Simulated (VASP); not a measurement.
CoO, 2 atoms in the cell. Symmetry: F-43m, No. 216, cubic system. The conventional cell has a = 4.500 Å, b = 4.500 Å, c = 4.500 Å, α = 90.00°, β = 90.00°, γ = 90.00°. Co (site symmetry -43m) has 4 O at 1.95 Å within 2.6 Å. Within 2.6 Å of O (site symmetry -43m) lie 4 Co at 1.95 Å. 

| Property | Result |
| --- | --- |
| Program | VASP 6.6.1 |
| Task | single point |
| Functional | PBE |
| Potentials or basis | VASP PAW PBE potentials, release 64 (Co, O) |
| Cutoff | 520 eV |
| k mesh | 16 × 16 × 16 |
| Occupations | gaussian, width 0.05 eV |
| Spin | collinear spin, ferromagnetic start |
| Starting moments | [3.0, 0.0] μB |
| Hubbard terms | Co d U = 5.0 eV |
| Dipole correction | no |
| Further INCAR settings | ALGO = Normal; EDIFF = 1e-06; NBANDS = 18 |

Potentials or basis: VASP PAW PBE potentials, release 64 (Co, O).

Command:

```console
$ cat potpaw_PBE.64/Co/POTCAR potpaw_PBE.64/O/POTCAR > POTCAR
$ mpirun -np 1 vasp_std > vasp.out
```

Hardware: 1 thread of Intel(R) Xeon(R) 6975P-C (Granite Rapids) (shared host).

Problem. Estimate the wall time of this run.

Solution. Wall time 36 s on 1 thread of Intel(R) Xeon(R) 6975P-C (Granite Rapids), with other jobs on the host, peak memory 0.21 GiB. Counts: scf iterations 16, k points 145.
